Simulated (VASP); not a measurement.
Write the native input for VASP 6.6.1 that does the following.

```yaml
Task: single point
Functional: PBE
Potentials_or_basis: VASP PAW PBE potentials, release 64 (Tl_d, B)
Cutoff: 520 eV
k_mesh: 12 × 12 × 12
Occupations: gaussian, width 0.1 eV
Spin: no spin polarisation
Dipole_correction: no
Further_INCAR_settings: ALGO = Fast; EDIFF = 1e-07; NBANDS = 22
```

The structure of Tl2B lies in POSCAR:

```
Tl2B
1.0
    1.9872565812      1.1473431221      5.1408138167
   -1.9872565812      1.1473431221      5.1408138167
    0.0000000000     -2.2946862443      5.1408138167
Tl B
2 1
Direct
    0.7468669965      0.7468669965      0.7468669965
    0.2531330035      0.2531330035      0.2531330035
    0.0000000000      0.0000000000      0.0000000000
```

The cell was built from a structure type or drawn by symmetry, and may not be a known phase.

One way to write it, as run:

INCAR

```
SYSTEM = Tl2B
PREC = Accurate
ENCUT = 520
EDIFF = 1E-7
ISMEAR = 0
SIGMA = 0.1
LREAL = .False.
LASPH = .True.
NELM = 100
ALGO = Fast
ISIF = 2
LWAVE = .False.
LCHARG = .False.
GGA = PE
NBANDS = 22
```

KPOINTS

```
Automatic mesh
0
Gamma
  12 12 12
  0 0 0
```

Potentials or basis: VASP PAW PBE potentials, release 64 (Tl_d, B).

Launch:

```console
$ cat potpaw_PBE.64/Tl_d/POTCAR potpaw_PBE.64/B/POTCAR > POTCAR
$ mpirun -np 1 vasp_std > vasp.out
```

It gave:

```yaml
Pressure: 0.0 GPa
Band_gap_on_the_k_mesh: zero (an odd number of electrons rules out a gap without spin polarisation)
```

Caveat: spin-orbit coupling is left out, which moves the levels of the heavy elements.

It took 13 min on 1 thread of Intel Xeon 8259CL, on a shared host, peak memory 0.44 GiB.
